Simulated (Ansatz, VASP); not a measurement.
**Two plane-wave programs on HfB2**

```
CELL_PARAMETERS angstrom
3.14000 0.00000 0.00000
-1.57000 2.71932 0.00000
0.00000 0.00000 3.48000
ATOMIC_POSITIONS crystal
Hf 0.00000 0.00000 0.00000
B 0.66667 0.33333 0.50000
B 0.33333 0.66667 0.50000
```

Alike in both runs: task relaxation of cell and atoms; functional PBE; dispersion D4; k mesh 10 × 10 × 8; occupations fermi-dirac, width 0.05 eV; no spin polarisation.

|  | VASP | Ansatz |
| --- | --- | --- |
| version | VASP 6.6.1 | Ansatz 0.2.0 |
| potentials or method | VASP PAW PBE potentials, release 64 (Hf_pv, B) | Ansatz PAW |
| plane-wave cutoff (eV) | 600 | 420 |
| valence electrons in the cell | 16 | 32 |

Ansatz gave:

| Item | Value |
| --- | --- |
| relaxed volume (Å³/atom) | 9.73 |
| relaxed length of the cell vector where the two differ most in proportion (Å) | 3.127 |

Which values does VASP return?

Relaxed volume (Å³/atom): 9.71; relaxed length of the cell vector where the two differ most in proportion (Å): 3.124.

VASP's potentials hold 16 valence electrons a cell and Ansatz's 32, so a difference there can come from the potentials and not from the codes.

Neither program's run includes spin-orbit coupling. Noted on Ansatz's run: the plane-wave basis is chosen anew once the cell has moved, so the energies of steps on either side of that aren't comparable.
